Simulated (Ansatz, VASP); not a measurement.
## Two plane-wave programs on CdTe

```
CELL_PARAMETERS angstrom
0.00000 3.27788 3.27788
3.27788 0.00000 3.27788
3.27788 3.27788 0.00000
ATOMIC_POSITIONS crystal
Cd 0.00000 0.00000 0.00000
Te 0.75000 0.75000 0.75000
```

Alike in both runs: functional r2SCAN; k mesh 10 × 10 × 10; occupations fermi-dirac, width 0.1 eV; no spin polarisation.

Ansatz relaxed the structure, and its values are those at the end. VASP's run is a single point on that final structure, the one shown.

|  | VASP | Ansatz |
| --- | --- | --- |
| version | VASP 6.6.1 | Ansatz 0.2.0 |
| potentials or method | VASP PAW PBE potentials, release 64 (Cd, Te) | PAW with Ansatz's default frozen-core files, scalar-relativistic |
| plane-wave cutoff (eV) | 520 | 500 |
| valence electrons in the cell | 18 | 36 |

Ansatz gave:

| Item | Value |
| --- | --- |
| pressure (GPa) | 0.0 |

Q: Estimate VASP's values.

A: Pressure (GPa): 0.1.

VASP's potentials were made for PBE, not for r2SCAN. VASP's potentials hold 18 valence electrons a cell and Ansatz's 36, so a difference there can come from the potentials and not from the codes.

Neither program's run includes spin-orbit coupling.
